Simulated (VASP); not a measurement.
# GaN (Fm-3m) in VASP: settings compared, part 2 of 3

VASP 6.6.1. Earlier steps stand in the parts before.

## 4. Single point, LDA

Contents of INCAR:

```
SYSTEM = GaN
PREC = Accurate ; ENCUT = 520
EDIFF = 1E-6 ; ISMEAR = 0
SIGMA = 0.1 ; LREAL = .False.
LASPH = .True. ; NELM = 80
ALGO = Normal ; ISIF = 2
LWAVE = .False. ; LCHARG = .False.
NBANDS = 16
```

Contents of KPOINTS:

```
Automatic mesh
0
Gamma
  11 11 11
  0 0 0
```

Contents of POSCAR:

```
GaN
1.0
    0.0000000000      2.1352350000      2.1352350000
    2.1352350000      0.0000000000      2.1352350000
    2.1352350000      2.1352350000      0.0000000000
Ga N
1 1
Direct
    0.0000000000      0.0000000000      0.0000000000
    0.5000000000      0.5000000000      0.5000000000
```

Potentials or basis: VASP PAW LDA potentials, release 64 (Ga_d, N).

Command:

```console
> cat potpaw_LDA.64/Ga_d/POTCAR potpaw_LDA.64/N/POTCAR > POTCAR
> mpirun -np 1 vasp_std > vasp.out
```

OUTCAR:

```text
SYSTEM = GaN
   PREC = Accurate
   ENCUT = 520
   EDIFF = 1E-6
   ISMEAR = 0
   LREAL = .False.
   LASPH = .True.
   NELM = 80
   ISIF = 2

 ion  position               nearest neighbor table
   1  0.000  0.000  0.000-   2 2.14   2 2.14   2 2.14   2 2.14   2 2.14   2 2.14
   2  0.500  0.500  0.500-   1 2.14   1 2.14   1 2.14   1 2.14   1 2.14   1 2.14

  LATTYP: Found a face centered cubic cell.
 ALAT       =     4.2704700000

  Lattice vectors:

 A1 = (   0.0000000000,   2.1352350000,   2.1352350000)
 A2 = (   2.1352350000,   0.0000000000,   2.1352350000)
 A3 = (   2.1352350000,   2.1352350000,   0.0000000000)

Analysis of symmetry for initial positions (statically):
=====================================================================
 Subroutine PRICEL returns:
 Original cell was already a primitive cell.

 Routine SETGRP: Setting up the symmetry group for a
 face centered cubic supercell.

 Subroutine GETGRP returns: Found 48 space group operations
 (whereof 48 operations were pure point group operations)
 out of a pool of 48 trial point group operations.

The static configuration has the point symmetry O_h .

Analysis of symmetry for dynamics (positions and initial velocities):
=====================================================================
 Subroutine PRICEL returns:
 Original cell was already a primitive cell.

 Routine SETGRP: Setting up the symmetry group for a
 face centered cubic supercell.

 Subroutine GETGRP returns: Found 48 space group operations
 (whereof 48 operations were pure point group operations)
 out of a pool of 48 trial point group operations.

The dynamic configuration has the point symmetry O_h .

 Subroutine INISYM returns: Found 48 space group operations
 (whereof 48 operations are pure point group operations),
 and found     1 'primitive' translations

----------------------------------------------------------------------------------------

                                     Primitive cell

  volume of cell :      19.4700

  direct lattice vectors                    reciprocal lattice vectors
     0.000000000  2.135235000  2.135235000    -0.234166263  0.234166263  0.234166263
     2.135235000  0.000000000  2.135235000     0.234166263 -0.234166263  0.234166263
     2.135235000  2.135235000  0.000000000     0.234166263  0.234166263 -0.234166263

  length of vectors
     3.019678296  3.019678296  3.019678296     0.405587864  0.405587864  0.405587864

  position of ions in fractional coordinates (direct lattice)
     0.000000000  0.000000000  0.000000000
     0.500000000  0.500000000  0.500000000

  ion indices of the primitive-cell ions
   primitive index   ion index
                 1           1
                 2           2

----------------------------------------------------------------------------------------

 KPOINTS: Automatic mesh

Automatic generation of k-mesh.
 Grid dimensions read from file:
 generate k-points for:   11   11   11

 Generating k-lattice:

  Cartesian coordinates                     Fractional coordinates (reciprocal lattice)
    -0.021287842  0.021287842  0.021287842     0.090909091  0.000000000  0.000000000
     0.021287842 -0.021287842  0.021287842     0.000000000  0.090909091  0.000000000
     0.021287842  0.021287842 -0.021287842     0.000000000  0.000000000  0.090909091

  Length of vectors
     0.036871624  0.036871624  0.036871624

  Shift w.r.t. Gamma in fractional coordinates (k-lattice)
     0.000000000  0.000000000  0.000000000

 Subroutine IBZKPT returns following result:
 ===========================================

 Found     56 irreducible k-points:

 Following reciprocal coordinates:
            Coordinates               Weight
  0.000000  0.000000  0.000000      1.000000
  0.090909  0.000000  0.000000      8.000000
  0.181818  0.000000  0.000000      8.000000
  0.272727  0.000000  0.000000      8.000000
  0.363636  0.000000  0.000000      8.000000
  0.454545  0.000000  0.000000      8.000000
[... 16 lines left out ...]
 -0.272727  0.181818  0.000000     24.000000
 -0.181818  0.181818  0.000000     12.000000
 [... further k-points ...]
   k-points           NKPTS =     56   k-points in BZ     NKDIM =     56   number of bands    NBANDS=     16
   number of dos      NEDOS =    301   number of ions     NIONS =      2
   total plane-waves  NPLWV =  13824
   dimension x,y,z NGX =    24 NGY =   24 NGZ =   24
   dimension x,y,z NGXF=    48 NGYF=   48 NGZF=   48
   ions per type =               1   1
   NGX,Y,Z   is equivalent  to a cutoff of  13.21, 13.21, 13.21 a.u.
   NGXF,Y,Z  is equivalent  to a cutoff of  26.43, 26.43, 26.43 a.u.
 SYSTEM =  GaN
   PREC   = accura    normal or accurate (medium, high low for compatibility)
   ISTART =      0    job   : 0-new  1-cont  2-samecut
   ICHARG =      2    charge: 1-file 2-atom 10-const
   ISPIN  =      1    spin polarized calculation?
   LNONCOLLINEAR =      F non collinear calculations
   LSORBIT =      F    spin-orbit coupling
   LASPH  =      T    aspherical Exc in radial PAW
   ENCUT  =  520.0 eV  38.22 Ry    6.18 a.u.   5.61  5.61  5.61*2*pi/ulx,y,z
   NELM   =     80;   NELMIN=  2; NELMDL= -5     # of ELM steps
   EDIFF  = 0.1E-05   stopping-criterion for ELM
   LREAL  =      F    real-space projection
   EDIFFG = 0.1E-04   stopping-criterion for IOM
   NSW    =      0    number of steps for IOM
   IBRION =     -1    ionic relax: 0-MD 1-quasi-New 2-CG
   NFREE  =      0    steps in history (QN), initial steepest desc. (CG)
   ISIF   =      2    stress and relaxation
   ISYM   =      2    0-nonsym 1-usesym 2-fastsym
   POTIM  = 0.5000    time-step for ionic-motion
   TEBEG  =    0.0;   TEEND  =   0.0 temperature during run
   PSTRESS=    0.0 pullay stress
   NELECT =      18.0000    total number of electrons
   NUPDOWN=      -1.0000    fix difference up-down
   EMIN   =  10.00;   EMAX   =-10.00  energy-range for DOS
   EFERMI =   0.00;   METHOD = LEGACY
   ISMEAR =     0;   SIGMA  =   0.10  broadening in eV -4-tet -1-fermi 0-gaus
   EFERMI_NEDOS =   21; number of points for ismear=-14 and -15
   IALGO  =     38    algorithm
   IMIX   =      4    mixing-type and parameters
     AMIX     =   0.40;   BMIX     =  1.00
     AMIX_MAG =   1.60;   BMIX_MAG =  1.00
  volume/ion in A,a.u.               =       9.74        65.70
  Fermi-wavevector in a.u.,A,eV,Ry     =   1.594814  3.013761 34.605481  2.543431
  Thomas-Fermi vector in A             =   2.692830
   LORBIT       =      0    0 simple, 1 ext, 2 COOP (PROOUT), +10 PAW based schemes
   GGA     = CA    functional components
   LHFCALC =     F    Hartree Fock is set to
   AEXX    =    0.0000 exact exchange contribution
   IVDW    =     0    specifies the selected vdW correction
   LEPSILON=     F    determine dielectric tensor
   LRPA    =     F    only Hartree local field effects (RPA)
 non-spin polarized calculation
 Gauss-broadening in eV      SIGMA  =   0.10
  energy-cutoff  :      520.00
  volume of cell :       19.47
 maximum number of plane-waves:       534
   NGX = 11   NGY = 11   NGZ = 11

 number of electron      18.0000005 magnetization

 Free energy of the ion-electron system (eV)
  ---------------------------------------------------
  ext. energy  EPLUGINS =         0.00000000
  ---------------------------------------------------
  free energy    TOTEN  =       -13.03856390 eV

  energy without entropy =      -13.03853554  energy(sigma->0) =      -13.03854972

 E-fermi :   7.4933     XC(G=0): -13.3026

 val. band max:        7.3013184747   @ k =  -0.1818   0.1818   0.0000
 cond. band min:       7.6649968320   @ k =   0.4545   0.4545   0.0000
 fundamental gap:      0.3636783573
 Fermi energy:         7.4932513137

 k-point     1 :       0.0000    0.0000    0.0000
  band No.  band energies     occupation
      1      -9.6001      2.00000
      2      -6.8141      2.00000
      3      -6.8141      2.00000
      4      -6.8141      2.00000
      5      -6.7244      2.00000
      6      -6.7244      2.00000
[... 8 lines left out ...]
     15      22.3818      0.00000
     16      22.3818      0.00000

 k-point     2 :       0.0909    0.0000    0.0000
  band No.  band energies     occupation
      1      -9.4415      2.00000
      2      -6.8195      2.00000
      3      -6.8060      2.00000
      4      -6.8060      2.00000
      5      -6.7342      2.00000
      6      -6.7342      2.00000
[... 8 lines left out ...]
     15      22.7535      0.00000
     16      22.7535      0.00000
[... 387 lines left out ...]
      5      -6.6835      2.00000
      6      -6.1587      2.00000
[... 8 lines left out ...]
     15      25.7147      0.00000
     16      27.9736      0.00000

 k-point    24 :      -0.1818    0.1818    0.0000
  band No.  band energies     occupation
      1      -8.1493      2.00000
      2      -6.8634      2.00000
      3      -6.8597      2.00000
      4      -6.8462      2.00000
      5      -6.7294      2.00000
      6      -6.4978      2.00000
[... 8 lines left out ...]
     15      24.9908      0.00000
     16      27.2825      0.00000

 [... further k-points ...]
[... 5 lines left out ...]
  --------------------------------------------------------------------------------------
  -------------------------------------------------------------------------------------
  Total       -1.5112112     -1.5112112     -1.5112112     -0.0000000     -0.0000000      0.0000000
  in kB     -124.3565598   -124.3565598   -124.3565598     -0.0000000     -0.0000000      0.0000000
  external PRESSURE =    -124.3565598 kB  Pullay stress =       0.0000000 kB

 VOLUME and BASIS-vectors are now :
 -----------------------------------------------------------------------------
  energy-cutoff  :      520.00
  volume of cell :       19.47
      direct lattice vectors                 reciprocal lattice vectors
     0.000000000  2.135235000  2.135235000    -0.234166263  0.234166263  0.234166263
     2.135235000  0.000000000  2.135235000     0.234166263 -0.234166263  0.234166263
     2.135235000  2.135235000  0.000000000     0.234166263  0.234166263 -0.234166263

 POSITION                                       TOTAL-FORCE (eV/Angst)
 -----------------------------------------------------------------------------------
      0.00000      0.00000      0.00000         0.000000      0.000000      0.000000
      2.13524      2.13524      2.13524        -0.000000     -0.000000      0.000000
 -----------------------------------------------------------------------------------
    total drift:                                0.000000     -0.000000     -0.000000

  FREE ENERGIE OF THE ION-ELECTRON SYSTEM (eV)
  ---------------------------------------------------
  free  energy   TOTEN  =       -13.0385639001 eV

  energy  without entropy=      -13.0385355370  energy(sigma->0) =      -13.03854972
```

stdout:

```text
POSCAR found type information on POSCAR GaN
 POSCAR found :  2 types and       2 ions
 scaLAPACK will be used
 LDA part: xc-table for (Slater(with rela. corr.)+CA(PZ))
 , standard interpolation
 POSCAR, INCAR and KPOINTS ok, starting setup
 FFT: planning ... GRIDC
 FFT: planning ... GRID_SOFT
 FFT: planning ... GRID
 WAVECAR not read
 entering main loop
```

Wall time 19 s (1 thread of AMD EPYC 7R13, shared host); peak memory 0.11 GiB.

What came out:

```
Free energy            : -13.0386 eV
Pressure               : -12.4 GPa
Band gap on the k mesh : 0.36 eV, indirect (least direct gap 2.45 eV)
```

Levels at points of the mesh, in eV from the valence-band top:
| k point | band 5 | band 6 | band 7 | band 8 | band 9 | band 10 | band 11 | band 12 | band 13 | band 14 |
| --- | --- | --- | --- | --- | --- | --- | --- | --- | --- | --- |
| (0.00, 0.00, 0.00) | -14.03 | -14.03 | -0.50 | -0.50 | -0.50 | 1.94 | 14.46 | 14.46 | 14.46 | 15.08 |

## 5. Single point, r2SCAN

This run uses another cell than the first one, of 9.15 Å³/atom, 0.940 times its volume.

Contents of POSCAR:

```
GaN
1.0
    0.0000000000      2.0916465448      2.0916465448
    2.0916465448      0.0000000000      2.0916465448
    2.0916465448      2.0916465448      0.0000000000
Ga N
1 1
Direct
    0.0000000000      0.0000000000      0.0000000000
    0.5000000000      0.5000000000      0.5000000000
```

Contents of INCAR.step1:

```
PREC = Accurate
ENCUT = 520
ISMEAR = -1
SIGMA = 0.05
LREAL = F
LASPH = T
NELM = 80
NBANDS = 16
GGA = PE
ALGO = Normal
EDIFF = 1E-4
LWAVE = T
LCHARG = F
```

Contents of INCAR.step2:

```
PREC = Accurate
ENCUT = 520
EDIFF = 1E-7
ISMEAR = -1
SIGMA = 0.05
LREAL = F
LASPH = T
NELM = 80
ALGO = Normal
ISIF = 2
LWAVE = F
LCHARG = F
METAGGA = R2SCAN
LMIXTAU = T
NBANDS = 16
ISTART = 1
```

Contents of KPOINTS:

```
Automatic mesh
0
Gamma
  11 11 11
```

Potentials or basis: VASP PAW PBE potentials, release 64 (Ga_d, N).

Command:

```console
> cat potpaw_PBE.64/Ga_d/POTCAR potpaw_PBE.64/N/POTCAR > POTCAR
> cp INCAR.step1 INCAR
> mpirun -np 1 vasp_std > vasp.out
> cp INCAR.step2 INCAR
> mpirun -np 1 vasp_std > vasp.out
```

Wall time 2.7 min (1 thread of AMD EPYC 7R43 (Zen 3), shared host); peak memory 0.12 GiB.

Results (log left out):

```yaml
Free_energy: -20.9635 eV
Pressure: 7.7 GPa
Band_gap_on_the_k_mesh: 1.46 eV, indirect (least direct gap 3.73 eV)
```

Levels at points of the mesh, in eV from the valence-band top:
```
           k point  band 5  band 6  band 7  band 8  band 9  band 10  band 11  band 12  band 13  band 14
(0.00, 0.00, 0.00)  -14.30  -14.30   -0.57   -0.57   -0.57     3.16    15.63    15.63    15.63    17.33
```

Caveat: the PAW data sets were made with another functional, which shifts forces and pressure a little. A k mesh can miss the band edges.

[end of part 2 of 3]
